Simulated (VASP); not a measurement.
# Sn (R-3m) in VASP: single point with r2SCAN

Aim: the single point of Sn with r2SCAN.

Everything below comes from runs of VASP 6.6.1. Logs are shortened: lines on timing, memory, paths and dates and some standing lists are left out, and cuts for length are marked.

**1. The cell of the first run**

The typed cell holds 2 atoms: a = 4.319 Å, b = 4.319 Å, c = 4.322 Å, α = 60.02°, β = 90.00°, γ = 60.00°.

**2. Single point, r2SCAN**

POSCAR

```
Sn
1.0
    2.1597479391      3.7407931621      0.0000015146
   -2.1597479391      3.7407931621      0.0000015146
   -2.1597479391      1.2469296246      3.5304385116
Sn
2
Direct
    0.2499445318      0.5001109363      0.7498335955
    0.7500554682      0.4998890637      0.2501664045
```

INCAR.step1

```
ALGO = Normal
EDIFF = 1E-4
ENCUT = 520
GGA = PE
ISMEAR = -1
LASPH = T
LCHARG = F
LREAL = F
LWAVE = T
NBANDS = 21
NELM = 80
PREC = Accurate
SIGMA = 0.1
```

INCAR.step2

```
ALGO = Normal
EDIFF = 1E-6
ENCUT = 520
ISIF = 2
ISMEAR = -1
ISTART = 1
LASPH = T
LCHARG = T
LELF = T
LMIXTAU = T
LREAL = F
LVHAR = T
LWAVE = F
METAGGA = R2SCAN
NBANDS = 21
NELM = 80
PREC = Accurate
SIGMA = 0.1
```

KPOINTS

```
k-points
0
Gamma
  9 9 9
```

Potentials or basis: VASP PAW PBE potentials, release 64 (Sn_d).

Launch:

```console
$ cat potpaw_PBE.64/Sn_d/POTCAR > POTCAR
$ cp INCAR.step1 INCAR
$ mpirun -np 1 vasp_std > vasp.out
$ cp INCAR.step2 INCAR
$ mpirun -np 1 vasp_std > vasp.out
```

OUTCAR:

```text
EDIFF = 1E-6
   ENCUT = 520
   ISIF = 2
   ISMEAR = -1
   ISTART = 1
   LASPH = T
   LREAL = F
   METAGGA = R2SCAN
   NELM = 80
   PREC = Accurate

 ion  position               nearest neighbor table
   1  0.250  0.500  0.750-   2 3.05   2 3.05   2 3.05   2 3.06   2 3.06   2 3.06
   2  0.750  0.500  0.250-   1 3.05   1 3.05   1 3.05   1 3.06   1 3.06   1 3.06

  LATTYP: Found a trigonal (rhomboedric) cell.
 ALAT       =     4.3224230165
 COS(alpha) =     0.5006769692

  Lattice vectors:

 A1 = (  -2.1597479391,   1.2469296246,   3.5304385116)
 A2 = (   0.0000000000,  -2.4938635375,   3.5304369970)
 A3 = (   2.1597479391,   1.2469296246,   3.5304385116)

Analysis of symmetry for initial positions (statically):
=====================================================================
 Subroutine PRICEL returns:
 Original cell was already a primitive cell.

 Routine SETGRP: Setting up the symmetry group for a
 trigonal (rhombohedral) supercell.

 Subroutine GETGRP returns: Found 12 space group operations
 (whereof 12 operations were pure point group operations)
 out of a pool of 12 trial point group operations.

The static configuration has the point symmetry D_3d.

Analysis of symmetry for dynamics (positions and initial velocities):
=====================================================================
 Subroutine PRICEL returns:
 Original cell was already a primitive cell.

 Routine SETGRP: Setting up the symmetry group for a
 trigonal (rhombohedral) supercell.

 Subroutine GETGRP returns: Found 12 space group operations
 (whereof 12 operations were pure point group operations)
 out of a pool of 12 trial point group operations.

The dynamic configuration has the point symmetry D_3d.

 Subroutine INISYM returns: Found 12 space group operations
 (whereof 12 operations are pure point group operations),
 and found     1 'primitive' translations

----------------------------------------------------------------------------------------

                                     Primitive cell

  volume of cell :      57.0460

  direct lattice vectors                    reciprocal lattice vectors
     2.159747939  3.740793162  0.000001515     0.231508497  0.133661455  0.094417045
    -2.159747939  3.740793162  0.000001515    -0.231508497  0.133661570 -0.188833928
    -2.159747939  1.246929625  3.530438512     0.000000000 -0.000000115  0.283250973

  length of vectors
     4.319495878  4.319495878  4.322423016     0.283506873  0.327291692  0.283250973

  position of ions in fractional coordinates (direct lattice)
     0.249944532  0.500110936  0.749833596
     0.750055468  0.499889064  0.250166404

  ion indices of the primitive-cell ions
   primitive index   ion index
                 1           1
                 2           2

----------------------------------------------------------------------------------------

 KPOINTS: k-points

Automatic generation of k-mesh.
 Grid dimensions read from file:
 generate k-points for:    9    9    9

 Generating k-lattice:

  Cartesian coordinates                     Fractional coordinates (reciprocal lattice)
     0.025723166  0.014851273  0.010490783     0.111111111 -0.000000000 -0.000000000
    -0.025723166  0.014851286 -0.020981548    -0.000000000  0.111111111  0.000000000
     0.000000000 -0.000000013  0.031472330     0.000000000  0.000000000  0.111111111

  Length of vectors
     0.031500764  0.036365744  0.031472330

  Shift w.r.t. Gamma in fractional coordinates (k-lattice)
     0.000000000  0.000000000  0.000000000

 Subroutine IBZKPT returns following result:
 ===========================================

 Found     85 irreducible k-points:

 Following reciprocal coordinates:
            Coordinates               Weight
  0.000000  0.000000  0.000000      1.000000
  0.111111 -0.000000  0.000000      6.000000
  0.222222  0.000000  0.000000      6.000000
  0.333333  0.000000  0.000000      6.000000
  0.444444  0.000000  0.000000      6.000000
 -0.000000  0.111111  0.000000      6.000000
[... 16 lines left out ...]
 -0.111111  0.333333  0.000000     12.000000
 -0.000000  0.444444  0.000000      6.000000
 [... further k-points ...]
   k-points           NKPTS =     85   k-points in BZ     NKDIM =     85   number of bands    NBANDS=     21
   number of dos      NEDOS =    301   number of ions     NIONS =      2
   total plane-waves  NPLWV =  32768
   dimension x,y,z NGX =    32 NGY =   32 NGZ =   32
   dimension x,y,z NGXF=    64 NGYF=   64 NGZF=   64
   ions per type =               2
   NGX,Y,Z   is equivalent  to a cutoff of  12.32, 12.32, 12.31 a.u.
   NGXF,Y,Z  is equivalent  to a cutoff of  24.63, 24.63, 24.62 a.u.
 SYSTEM =  unknown system
   PREC   = accura    normal or accurate (medium, high low for compatibility)
   ISTART =      1    job   : 0-new  1-cont  2-samecut
   ICHARG =      0    charge: 1-file 2-atom 10-const
   ISPIN  =      1    spin polarized calculation?
   LNONCOLLINEAR =      F non collinear calculations
   LSORBIT =      F    spin-orbit coupling
   LASPH  =      T    aspherical Exc in radial PAW
   ENCUT  =  520.0 eV  38.22 Ry    6.18 a.u.   8.03  8.03  8.04*2*pi/ulx,y,z
   NELM   =     80;   NELMIN=  2; NELMDL=  0     # of ELM steps
   EDIFF  = 0.1E-05   stopping-criterion for ELM
   LREAL  =      F    real-space projection
   EDIFFG = 0.1E-04   stopping-criterion for IOM
   NSW    =      0    number of steps for IOM
   IBRION =     -1    ionic relax: 0-MD 1-quasi-New 2-CG
   NFREE  =      0    steps in history (QN), initial steepest desc. (CG)
   ISIF   =      2    stress and relaxation
   ISYM   =      2    0-nonsym 1-usesym 2-fastsym
   POTIM  = 0.5000    time-step for ionic-motion
   TEBEG  =    0.0;   TEEND  =   0.0 temperature during run
   PSTRESS=    0.0 pullay stress
   NELECT =      28.0000    total number of electrons
   NUPDOWN=      -1.0000    fix difference up-down
   EMIN   =  10.00;   EMAX   =-10.00  energy-range for DOS
   EFERMI =   0.00;   METHOD = LEGACY
   ISMEAR =    -1;   SIGMA  =   0.10  broadening in eV -4-tet -1-fermi 0-gaus
   EFERMI_NEDOS =   21; number of points for ismear=-14 and -15
   IALGO  =     38    algorithm
   IMIX   =      4    mixing-type and parameters
     AMIX     =   0.40;   BMIX     =  1.00
     AMIX_MAG =   1.60;   BMIX_MAG =  1.00
  volume/ion in A,a.u.               =      28.52       192.48
  Fermi-wavevector in a.u.,A,eV,Ry     =   1.291375  2.440345 22.689749  1.667650
  Thomas-Fermi vector in A             =   2.423149
   LORBIT       =      0    0 simple, 1 ext, 2 COOP (PROOUT), +10 PAW based schemes
   METAGGA = R2SCAN    functional components
   LHFCALC =     F    Hartree Fock is set to
   AEXX    =    0.0000 exact exchange contribution
   IVDW    =     0    specifies the selected vdW correction
   LEPSILON=     F    determine dielectric tensor
   LRPA    =     F    only Hartree local field effects (RPA)
 non-spin polarized calculation
  energy-cutoff  :      520.00
  volume of cell :       57.05
 maximum number of plane-waves:      1558
   NGX = 17   NGY = 17   NGZ = 17

 number of electron      27.9999980 magnetization

 Free energy of the ion-electron system (eV)
  ---------------------------------------------------
  ext. energy  EPLUGINS =         0.00000000
  ---------------------------------------------------
  free energy    TOTEN  =       -49.23427888 eV

  energy without entropy =      -49.20348632  energy(sigma->0) =      -49.21888260

 E-fermi :   7.2163     XC(G=0): -10.8287

 val. band max:        7.1919966503   @ k =   0.0000  -0.2222   0.3333
 cond. band min:       7.2927899119   @ k =   0.0000   0.0000   0.0000
 fundamental gap:      0.1007932616
 Fermi energy:         7.2163013487

 k-point     1 :       0.0000    0.0000    0.0000
  band No.  band energies     occupation
      1     -15.0896      2.00000
      2     -15.0896      2.00000
      3     -14.8996      2.00000
      4     -14.8996      2.00000
      5     -14.8995      2.00000
      6     -14.6533      2.00000
[... 13 lines left out ...]
     20      13.4565      0.00000
     21      13.4565      0.00000

 k-point     2 :       0.1111   -0.0000    0.0000
  band No.  band energies     occupation
      1     -15.0733      2.00000
      2     -15.0733      2.00000
      3     -14.8923      2.00000
      4     -14.8913      2.00000
      5     -14.8912      2.00000
      6     -14.6602      2.00000
[... 13 lines left out ...]
     20      13.7399      0.00000
     21      13.7534      0.00000

 k-point     3 :       0.2222    0.0000    0.0000
  band No.  band energies     occupation
      1     -15.0261      2.00000
      2     -15.0260      2.00000
      3     -14.8709      2.00000
      4     -14.8676      2.00000
      5     -14.8675      2.00000
      6     -14.6806      2.00000
[... 13 lines left out ...]
     20      14.5916      0.00000
     21      14.6065      0.00000

 k-point     4 :       0.3333    0.0000    0.0000
  band No.  band energies     occupation
      1     -14.9526      2.00000
      2     -14.9526      2.00000
      3     -14.8379      2.00000
      4     -14.8323      2.00000
      5     -14.8322      2.00000
      6     -14.7127      2.00000
[... 13 lines left out ...]
     20      15.9190      0.00000
     21      15.9355      0.00000

 k-point     5 :       0.4444    0.0000    0.0000
  band No.  band energies     occupation
      1     -14.8611      2.00000
      2     -14.8610      2.00000
      3     -14.7968      2.00000
      4     -14.7921      2.00000
      5     -14.7921      2.00000
      6     -14.7585      2.00000
[... 13 lines left out ...]
     20      17.6451      0.00000
     21      17.6629      0.00000

 k-point     6 :      -0.0000    0.1111    0.0000
  band No.  band energies     occupation
      1     -15.0871      2.00000
      2     -15.0500      2.00000
      3     -14.9021      2.00000
      4     -14.8828      2.00000
      5     -14.8828      2.00000
      6     -14.6667      2.00000
[... 13 lines left out ...]
     20      14.2380      0.00000
     21      14.2477      0.00000

 k-point     7 :       0.2222    0.1111    0.0000
  band No.  band energies     occupation
      1     -15.0663      2.00000
      2     -15.0284      2.00000
      3     -14.8864      2.00000
      4     -14.8840      2.00000
      5     -14.8663      2.00000
      6     -14.6804      2.00000
[... 13 lines left out ...]
     20      13.7923      0.00000
     21      15.1317      0.00000
[... 291 lines left out ...]
      1     -15.0734      2.00000
      2     -14.9158      2.00000
      3     -14.8354      2.00000
      4     -14.8098      2.00000
      5     -14.7901      2.00000
      6     -14.7901      2.00000
[... 13 lines left out ...]
     20      17.7068      0.00000
     21      18.7316      0.00000

 k-point    21 :      -0.3333    0.3333   -0.0000
  band No.  band energies     occupation
      1     -14.9491      2.00000
      2     -14.9381      2.00000
      3     -14.8471      2.00000
      4     -14.8040      2.00000
      5     -14.7992      2.00000
      6     -14.7299      2.00000
[... 13 lines left out ...]
     20      16.5903      0.00000
     21      16.5965      0.00000

 k-point    22 :      -0.2222    0.3333   -0.0000
  band No.  band energies     occupation
      1     -15.0085      2.00000
      2     -14.9147      2.00000
      3     -14.8853      2.00000
      4     -14.7807      2.00000
      5     -14.7780      2.00000
      6     -14.7467      2.00000
[... 13 lines left out ...]
     20      17.5247      0.00000
     21      17.9698      0.00000

 k-point    23 :      -0.1111    0.3333    0.0000
  band No.  band energies     occupation
      1     -15.0551      2.00000
      2     -14.9096      2.00000
      3     -14.8665      2.00000
      4     -14.7826      2.00000
      5     -14.7675      2.00000
      6     -14.7672      2.00000
[... 13 lines left out ...]
     20      19.0127      0.00000
     21      19.1041      0.00000

 k-point    24 :      -0.0000    0.4444    0.0000
  band No.  band energies     occupation
      1     -15.0687      2.00000
      2     -14.9205      2.00000
      3     -14.8948      2.00000
      4     -14.7627      2.00000
      5     -14.7626      2.00000
      6     -14.7607      2.00000
[... 13 lines left out ...]
     20      18.7878      0.00000
     21      19.5557      0.00000

 [... further k-points ...]
[... 5 lines left out ...]
  --------------------------------------------------------------------------------------
  -------------------------------------------------------------------------------------
  Total       -0.0016400     -0.0016400     -0.0082952      0.0000000      0.0000000      0.0000000
  in kB       -0.0460613     -0.0460613     -0.2329761      0.0000000      0.0000001      0.0000000
  external PRESSURE =      -0.1083662 kB  Pullay stress =       0.0000000 kB

 VOLUME and BASIS-vectors are now :
 -----------------------------------------------------------------------------
  energy-cutoff  :      520.00
  volume of cell :       57.05
      direct lattice vectors                 reciprocal lattice vectors
     2.159747939  3.740793162  0.000001515     0.231508497  0.133661455  0.094417045
    -2.159747939  3.740793162  0.000001515    -0.231508497  0.133661570 -0.188833928
    -2.159747939  1.246929625  3.530438512     0.000000000 -0.000000115  0.283250973

 POSITION                                       TOTAL-FORCE (eV/Angst)
 -----------------------------------------------------------------------------------
     -2.15975      3.74079      2.64724         0.000000     -0.000000      0.003175
      0.00000      4.98772      0.88320        -0.000000      0.000000     -0.003175
 -----------------------------------------------------------------------------------
    total drift:                                0.000000     -0.000000     -0.000000

  FREE ENERGIE OF THE ION-ELECTRON SYSTEM (eV)
  ---------------------------------------------------
  free  energy   TOTEN  =       -49.2342788805 eV

  energy  without entropy=      -49.2034863223  energy(sigma->0) =      -49.21888260
```

It took 2.1 min on 1 thread of Intel Xeon 6975P-C (Granite Rapids), shared host; peak memory 0.23 GiB.

What came out:

* Free energy: -49.2343 eV
* Pressure: 0.0 GPa
* Largest force: 0.003 eV/Å
* Band gap on the k mesh: zero (band 14 reaches 8.41 eV, above the bottom of band 15 at 4.91 eV)

Forces on the atoms (eV/Å):
```
Sn   0.000  0.000  0.003
Sn   0.000  0.000 -0.003
```

Levels at points of the mesh, in eV from the Fermi level:
| k point | band 11 | band 12 | band 13 | band 14 | band 15 | band 16 | band 17 | band 18 |
| --- | --- | --- | --- | --- | --- | --- | --- | --- |
| (0.00, 0.00, 0.00) | -11.34 | -0.37 | 0.08 | 0.09 | 0.09 | 5.69 | 5.69 | 5.70 |

Caveat: the PAW data sets were made with another functional, which shifts forces and pressure a little; spin-orbit coupling is left out, which moves the levels of the heavy elements.
